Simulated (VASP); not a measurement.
Wanted: the native input for a VASP 6.6.1 run.

| Item | Value |
| --- | --- |
| Task | single point |
| Functional | PBE |
| Potentials or basis | VASP PAW PBE potentials, release 64 (Mg, Zn, S) |
| Cutoff | 600 eV |
| k mesh | 4 × 4 × 4 |
| Occupations | gaussian, width 0.02 eV |
| Spin | no spin polarisation |
| Dipole correction | no |
| Further INCAR settings | ALGO = Normal; EDIFF = 1e-06; NBANDS = 46 |

The structure of Mg2ZnS3 lies in POSCAR:

```
Mg2ZnS3
1.0
    5.7348542932     -3.3120747942      0.0000000000
    5.7348542932      3.3120747942      0.0000000000
    0.0000000000      0.0000000000      6.1482270001
Mg Zn S
4 2 6
Direct
    0.1662622440      0.5029838347      0.5022557974
    0.4970161653      0.8337377560      0.5022557974
    0.8337377560      0.4970161653      0.0022557974
    0.5029838347      0.1662622440      0.0022557974
    0.8360331015      0.1639668985      0.5059746670
    0.1639668985      0.8360331015      0.0059746670
    0.1560813680      0.8439186320      0.3752123967
    0.5095711148      0.1670336983      0.3871506708
    0.8329663017      0.4904288852      0.3871506708
    0.8439186320      0.1560813680      0.8752123967
    0.1670336983      0.5095711148      0.8871506708
    0.4904288852      0.8329663017      0.8871506708
```

The input as run:

INCAR

```
  PREC = Accurate
  ENCUT = 600
  EDIFF = 1E-6
  ISMEAR = 0
  SIGMA = 0.02
  LREAL = F
  LASPH = T
  NELM = 120
  ALGO = Normal
  ISIF = 2
  LWAVE = F
  LCHARG = F
  GGA = PE
  NBANDS = 46
  GGA_COMPAT = F
```

KPOINTS

```
regular mesh
0
Gamma
  4 4 4
```

Potentials or basis: VASP PAW PBE potentials, release 64 (Mg, Zn, S).

Launch:

```bash
$ cat potpaw_PBE.64/Mg/POTCAR potpaw_PBE.64/Zn/POTCAR potpaw_PBE.64/S/POTCAR > POTCAR
$ mpirun -np 1 vasp_std > vasp.out
```

Results of the run:

The pressure is 9.9 GPa. The largest force is 0.036 eV/Å and the band gap on the k mesh is 3.58 eV.

Caveat: the cell stands under pressure.

Wall time 8 min on 1 thread of Oxide Virtual Turin-like Processor (shared host), peak memory 0.49 GiB.
